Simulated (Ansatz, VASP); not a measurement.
## One calculation of Zr, two programs

The input INCAR:

```
SYSTEM = Zr
PREC = Accurate
ENCUT = 520
EDIFF = 1E-8
ISMEAR = -1
SIGMA = 0.05
LREAL = .FALSE.
LASPH = .TRUE.
NELM = 60
ALGO = Normal
ISIF = 2
LWAVE = .FALSE.
LCHARG = .FALSE.
GGA = PE
LEFG = .TRUE.
NBANDS = 12
```

The input KPOINTS:

```
Automatic mesh
0
G
  16 16 16
  0 0 0
```

The input POSCAR:

```
Zr
1.0
   -1.7724152090      1.7724152090      1.7724152090
    1.7724152090     -1.7724152090      1.7724152090
    1.7724152090      1.7724152090     -1.7724152090
Zr
1
Direct
    0.0000000000      0.0000000000      0.0000000000
```

Input for Ansatz:

```yaml
crystal:
  lattice:
    - [-1.772415209, 1.772415209, 1.772415209]
    - [1.772415209, -1.772415209, 1.772415209]
    - [1.772415209, 1.772415209, -1.772415209]
  atoms:
    - { symbol: Zr, position: [0.0, 0.0, 0.0] }
kpoints:
  mp_grid: { grid: [16, 16, 16] }
scf:
  occupations: { method: fermi_dirac, width: 0.05 }
hamiltonian:
  xc: pbe
  pseudopotentials: { kind: paw }
output:
  forces: true
  stress: true
  eigenvalues: true
  efg: { contact_densities: true }
  write_density: true
  write_potential: true
  elf: true
  volumetric_format: npy
```

Change from the starting cell: volume scaled by 0.975, PAW files.

Alike in both runs: task electric field gradients; functional PBE; k mesh 16 × 16 × 16; occupations fermi-dirac, width 0.05 eV; no spin polarisation.

|  | VASP | Ansatz |
| --- | --- | --- |
| version | VASP 6.6.1 | Ansatz 0.2.0 |
| potentials or method | VASP PAW PBE potentials, release 64 (Zr_sv) | PAW with Ansatz's default frozen-core files, scalar-relativistic |
| plane-wave cutoff (eV) | 520 | 420 |
| valence electrons in the cell | 12 | 12 |

|  | VASP | Ansatz | Ansatz less VASP |
| --- | --- | --- | --- |
| pressure (GPa) | 2.3 | 2.3 | -0.04 |

With one functional, cell and mesh, what is left measures potentials, basis and numerics.
